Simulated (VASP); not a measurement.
A run of VASP 6.6.1 is set up as follows.

The input INCAR:

```
PREC     = Accurate       # precision mode
ENCUT    = 520            # plane-wave cutoff, eV
EDIFF    = 1E-6           # SCF threshold, eV
ISMEAR   = -1             # smearing method
SIGMA    = 0.1            # smearing width, eV
LREAL    = False          # projectors in reciprocal space
LASPH    = True           # aspherical terms in the spheres
NELM     = 100            # most SCF steps
ALGO     = Normal         # electronic algorithm
ISIF     = 2              # what is computed and relaxed
LWAVE    = False          # write WAVECAR
LCHARG   = True           # write CHGCAR
GGA      = PS             # functional
LELF     = True           # ELF
LVHAR    = True         
NBANDS   = 10             # bands
```

File KPOINTS:

```
regular mesh
0
Gamma
  14 14 7
```

Contents of POSCAR:

```
Al
1.0
    2.8124600000     -0.0070311500     -0.0070311500
   -1.4123191500      2.4391755750     -0.0025735750
   -0.0121671250     -0.0121671250      4.8668500000
Al
2
Direct
    0.6666666667      0.3333333333      0.7500000000
    0.3333333333      0.6666666667      0.2500000000
```

Potentials or basis: VASP PAW PBE potentials, release 64 (Al).

The run is started by

```console
$ cat potpaw_PBE.64/Al/POTCAR > POTCAR
$ mpirun -np 1 vasp_std > vasp.out
```

**Question.** Predict the band gap on the k mesh.

**Answer.** Zero (bands 3 and 4 overlap by 5.39 eV).

**Question.** What does it give for the pressure?

**Answer.** -1.3 GPa.

Stress tensor (GPa, compression positive):
```
-0.63  0.25  0.08
 0.25 -0.63  0.08
 0.08  0.08 -2.59
```

Caveat: the PAW data sets were made with another functional, which shifts forces and pressure a little.
